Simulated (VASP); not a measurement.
W3C2: single point with PBE

Crystal: W3C2.

```
W C
1.0
     2.32290    1.34113    3.61254
    -2.32290    1.34113    3.61254
     0.00000   -2.68225    3.61254
W C
3 2
Direct
  0.37948 0.37948 0.37948
  0.62052 0.62052 0.62052
  0.00000 0.00000 0.00000
  0.80278 0.80278 0.80278
  0.19722 0.19722 0.19722
```

The cell was generated, and may not be a known phase.

```json
{"Program": "VASP 6.6.1", "Task": "single point", "Functional": "PBE", "Potentials or basis": "VASP PAW PBE potentials, release 64 (W_sv, C)", "Cutoff": "520 eV", "k mesh": "12 × 12 × 12", "Occupations": "gaussian, width 0.1 eV", "Spin": "no spin polarisation", "Dipole correction": "no", "Further INCAR settings": "ALGO = Normal; EDIFF = 1e-07; NBANDS = 33"}
```

| Property | Result |
| --- | --- |
| Pressure | 0.5 GPa |
| Largest force | 0.023 eV/Å |
| Band gap on the k mesh | zero (bands 25 and 26 overlap by 0.87 eV) |

Forces on the atoms (eV/Å):
```
W    0.000  0.000 -0.005
W    0.000  0.000  0.005
W    0.000  0.000  0.000
C    0.000  0.000  0.023
C    0.000  0.000 -0.023
```

Stress tensor (GPa, compression positive):
```
0.33 0.00 0.00
0.00 0.33 0.00
0.00 0.00 0.92
```

Levels at points of the mesh, in eV from the Fermi level:
```tsv
k point	band 23	band 24	band 25	band 26	band 27	band 28
(0.00, 0.00, 0.00)	-1.13	-0.69	-0.69	1.01	1.01	1.73
(0.50, 0.00, 0.00)	-0.87	-0.66	-0.12	0.06	1.35	2.05
(0.50, 0.50, 0.00)	-1.61	-1.11	-0.80	-0.50	0.68	1.41
(0.50, 0.50, 0.50)	-2.39	0.12	0.12	1.40	1.40	1.65
```

It took 4.2 min on 1 thread of Intel(R) Xeon(R) 6975P-C (Granite Rapids), with other jobs on the host, peak memory 0.44 GiB.

Caveat: spin-orbit coupling is left out, which moves the levels of the heavy elements.
